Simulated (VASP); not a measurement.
Input of a VASP 6.6.1 run:

The input INCAR:

```
SYSTEM = Na4H
PREC = Accurate
ENCUT = 600
EDIFF = 1E-7
ISMEAR = 0
SIGMA = 0.1
LREAL = .FALSE.
LASPH = .TRUE.
NELM = 100
ALGO = Normal
ISIF = 3
LWAVE = .FALSE.
LCHARG = .FALSE.
GGA = PE
IBRION = 2
NSW = 90
EDIFFG = -0.04
```

KPOINTS

```
Automatic mesh
0
G
  4 4 4
  0 0 0
```

Contents of POSCAR:

```
Na4H
1.0
    4.4362014600      0.0000000000      0.0000000000
    0.0000000000      4.4362014600      0.0000000000
    0.0000000000      0.0000000000      4.4362014600
Na H
4 1
Direct
    0.5000000000      0.0000000000      0.0000000000
    0.0000000000      0.5000000000      0.0000000000
    0.0000000000      0.0000000000      0.5000000000
    0.5000000000      0.5000000000      0.5000000000
    0.0000000000      0.0000000000      0.0000000000
```

Potentials or basis: VASP PAW PBE potentials, release 64 (Na_pv, H).

Command:

```bash
$ cat potpaw_PBE.64/Na_pv/POTCAR potpaw_PBE.64/H/POTCAR > POTCAR
$ mpirun -np 1 vasp_std > vasp.out
```

**Question.** Estimate the relaxed volume.

**Answer.** 26.60 Å³/atom.

**Question.** What does it give for the space group after relaxing (to 0.05 Å)?

**Answer.** Pm-3m (No. 221).

Step by step:
| step | energy change (eV) | largest force (eV/Å) | pressure (GPa) | volume (Å³) |
| --- | --- | --- | --- | --- |
| 1 | 0.0000 | 0.0000 | 11.15 | 87.30 |
| 2 | -0.7867 | 0.0000 | 5.02 | 103.58 |
| 3 | -1.1562 | 0.0000 | 1.13 | 124.54 |
| 4 | -1.1896 | 0.0000 | 0.19 | 132.99 |

Caveat: the volume moved by over 15 % at a fixed basis, so the end points are rough.
